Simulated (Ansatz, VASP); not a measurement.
One calculation of NaSrI3, two programs

Contents of POSCAR:

```
NaSrI3
1.0
    6.3439129170      0.0000000000      0.0000000000
    0.0000000000      6.3439129170      0.0000000000
    0.0000000000      0.0000000000      6.3439129170
Na Sr I
1 1 3
Direct
    0.0000000000      0.0000000000      0.0000000000
    0.5000000000      0.5000000000      0.5000000000
    0.5000000000      0.5000000000      0.0000000000
    0.5000000000      0.0000000000      0.5000000000
    0.0000000000      0.5000000000      0.5000000000
```

Contents of INCAR.step1:

```
PREC = Accurate
ENCUT = 550
ISMEAR = -1
SIGMA = 0.03
LREAL = F
LASPH = T
NELM = 120
NBANDS = 27
GGA = PE
ALGO = Normal
EDIFF = 1E-5
LWAVE = T
LCHARG = F
GGA_COMPAT = F
```

Contents of INCAR.step2:

```
PREC = Accurate
ENCUT = 550
EDIFF = 1E-6
ISMEAR = -1
SIGMA = 0.03
LREAL = F
LASPH = T
NELM = 120
ALGO = Normal
ISIF = 2
LWAVE = F
LCHARG = F
METAGGA = R2SCAN
LMIXTAU = T
LUSE_VDW = T
IVDW_NL = 2
BPARAM = 11.95
CPARAM = 0.0093
NBANDS = 27
ISTART = 1
GGA_COMPAT = F
```

File KPOINTS:

```
regular mesh
0
Gamma
  4 4 4
```

Input for Ansatz:

```yaml
crystal:
  lattice:
    - [6.343912917, 0.0, 0.0]
    - [0.0, 6.343912917, 0.0]
    - [0.0, 0.0, 6.343912917]
  atoms:
    - { symbol: Na, position: [0.0, 0.0, 0.0] }
    - { symbol: Sr, position: [0.5, 0.5, 0.5] }
    - { symbol: I, position: [0.5, 0.5, 0.0] }
    - { symbol: I, position: [0.5, 0.0, 0.5] }
    - { symbol: I, position: [0.0, 0.5, 0.5] }
kpoints:
  mp_grid: { grid: [4, 4, 4] }
  band_path:
    path: [[0.0, 0.0, 0.0], [0.0, 0.5, 0.0], [0.5, 0.5, 0.0], [0.5, 0.5, 0.5]]
    npoints: 1
hamiltonian:
  xc: r2scan
  dispersion: rvv10
scf:
  occupations: { method: fermi_dirac, width: 0.03 }
  n_extra_bands: 5
output:
  forces: true
  stress: true
  eigenvalues: true
```

Alike in both runs: task single point; functional r2SCAN; dispersion rVV10; k mesh 4 × 4 × 4; occupations fermi-dirac, width 0.03 eV; no spin polarisation.

|  | VASP | Ansatz |
| --- | --- | --- |
| version | VASP 6.6.1 | Ansatz 0.2.0 |
| potentials or method | VASP PAW PBE potentials, release 64 (Na_pv, Sr_sv, I) | plane waves, PAW |
| plane-wave cutoff (eV) | 550 | 500 |
| valence electrons in the cell | 38 | 70 |

Ansatz gave:

- gap on the k mesh at the Fermi level (eV): 2.95
- pressure (GPa): 0.0

Problem. Which values does VASP return?

Solution. gap on the k mesh at the Fermi level (eV): 2.95; pressure (GPa): 0.1.

VASP's potentials were made for PBE, not for r2SCAN. VASP's potentials hold 38 valence electrons a cell and Ansatz's 70, so a difference there can come from the potentials and not from the codes.

Spin-orbit coupling is off throughout.
